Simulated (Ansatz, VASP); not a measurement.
**ZrS in VASP and in Ansatz**

```
Zr S
1.0
     0.00000    2.55328    2.64357
     2.55328    0.00000    2.64357
     2.55328    2.55328    0.00000
Zr S
1 1
Direct
  0.00000 0.00000 0.00000
  0.50000 0.50000 0.50000
```

Change from the starting cell: strain +e along x and -e along y +0.0000, strain +e along z and -e/2 along x and y +0.0233.

Alike in both runs: task single point; functional PBEsol; k mesh 16 × 16 × 16; occupations gaussian, width 0.15 eV; no spin polarisation.

|  | VASP | Ansatz |
| --- | --- | --- |
| version | VASP 6.6.1 | Ansatz 0.2.0 |
| potentials or method | VASP PAW PBE potentials, release 64 (Zr_sv, S), cutoff 520 eV | scalar-relativistic, plane waves, PAW |
| valence electrons in the cell | 18 | 18 |

```tsv
	VASP	Ansatz	Ansatz less VASP
gap on the k mesh at the Fermi level (eV)	none	none	-
pressure (GPa)	0.7	0.5	-0.19
traceless stress, the component that is largest in VASP (GPa)	-6.56	-6.52	+0.034
```

VASP's potentials were made for PBE, not for PBEsol, and Ansatz warns of the same on its side. A gap of «none» marks a metal or a gap that the smearing closes. With one functional, cell and mesh, what is left measures potentials, basis and numerics.
